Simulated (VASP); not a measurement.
Input of a VASP 6.6.1 run:

The input INCAR:

```
SYSTEM = HgTe
PREC = Accurate
ENCUT = 600
EDIFF = 1E-7
ISMEAR = 0
SIGMA = 0.1
LREAL = .False.
LASPH = .True.
NELM = 80
ALGO = Normal
ISIF = 3
LWAVE = .False.
LCHARG = .False.
GGA = PE
IBRION = 2
NSW = 100
EDIFFG = -0.005
```

The input KPOINTS:

```
regular mesh
0
Gamma
  12 12 12
  0 0 0
```

Contents of POSCAR:

```
HgTe
1.0
    0.0000000000      3.3247980450      3.3247980450
    3.3247980450      0.0000000000      3.3247980450
    3.3247980450      3.3247980450      0.0000000000
Hg Te
1 1
Direct
    0.0000000000      0.0000000000      0.0000000000
    0.2500000000      0.2500000000      0.2500000000
```

Potentials or basis: VASP PAW PBE potentials, release 64 (Hg, Te).

The run is started by

```console
$ cat potpaw_PBE.64/Hg/POTCAR potpaw_PBE.64/Te/POTCAR > POTCAR
$ mpirun -np 1 vasp_std > vasp.out
```

(1) Estimate the relaxed cell.

(2) Predict the band gap on the k mesh.

(3) Estimate the relaxed volume.

(4) What does it give for the space group after relaxing (to 0.05 Å)?

Results:

(1) a = 4.706 Å, b = 4.706 Å, c = 4.706 Å, α = 60.00°, β = 60.00°, γ = 60.00°.

(2) zero (filled and empty bands touch).

(3) 36.85 Å³/atom.

(4) F-43m (No. 216).

Caveat: spin-orbit coupling is left out, which moves the levels of the heavy elements.
